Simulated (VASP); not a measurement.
Runs of VASP 6.6.1 on NiSb (Breithauptite). The structure is that of space group P6_3/mmc (No. 194), or close to it. The cells are those of the table. 

```csv
level,spin,fixed moment (μB),cell,k mesh,gap on the mesh (eV),pressure (GPa),moment (μB)
PBE,"collinear, ferromagnetic start",1.5,"a = 3.928, b = 3.928, c = 5.120 Å, angles 90.0, 90.0, 120.0°, 4 atoms",7 × 7 × 5,-,6.2,1.50
PBE,"collinear, zero start",0.0,"a = 3.928, b = 3.928, c = 5.120 Å, angles 90.0, 90.0, 120.0°, 4 atoms",7 × 7 × 5,-,(b),0.00
PBEsol,"collinear, ferromagnetic start",-,"a = 3.954, b = 3.954, c = 5.154 Å, angles 90.0, 90.0, 120.0°, 4 atoms",8 × 8 × 5,none,-4.1,0.00
PBEsol,"collinear, ferromagnetic start",-,"a = 3.928, b = 3.928, c = 5.120 Å, angles 90.0, 90.0, 120.0°, 4 atoms",7 × 7 × 5,none,-1.9,0.00
PBEsol,"collinear, ferromagnetic start",-,"a = 3.848, b = 3.848, c = 5.015 Å, angles 90.0, 90.0, 120.0°, 4 atoms",8 × 8 × 5,none,6.7,0.00
PBE,"collinear, ferromagnetic start",4.0,"a = 3.928, b = 3.928, c = 5.120 Å, angles 90.0, 90.0, 120.0°, 4 atoms",7 × 7 × 5,-,(a),4.00
PBE,"collinear, ferromagnetic start",3.0,"a = 3.928, b = 3.928, c = 5.120 Å, angles 90.0, 90.0, 120.0°, 4 atoms",7 × 7 × 5,-,11.4,3.00
```

Alike in all rows: task single point; potentials or basis VASP PAW PBE potentials, release 64 (Sb, Ni); cutoff (eV) 520; smearing fermi-dirac 0.05 eV.

Question: Estimate the missing entries.

Answer: (a) 16.7; (b) 3.6.

Caveats: spin-orbit coupling is left out, which moves the levels of the heavy elements; the total moment is fixed, so each spin has its own Fermi level (some runs); the PAW data sets were made with another functional, which shifts forces and pressure a little (some runs).

A k mesh can miss the band edges, and the runs leave out spin-orbit coupling on Sb.

A gap of «none» marks levels without a gap at the run's occupations.
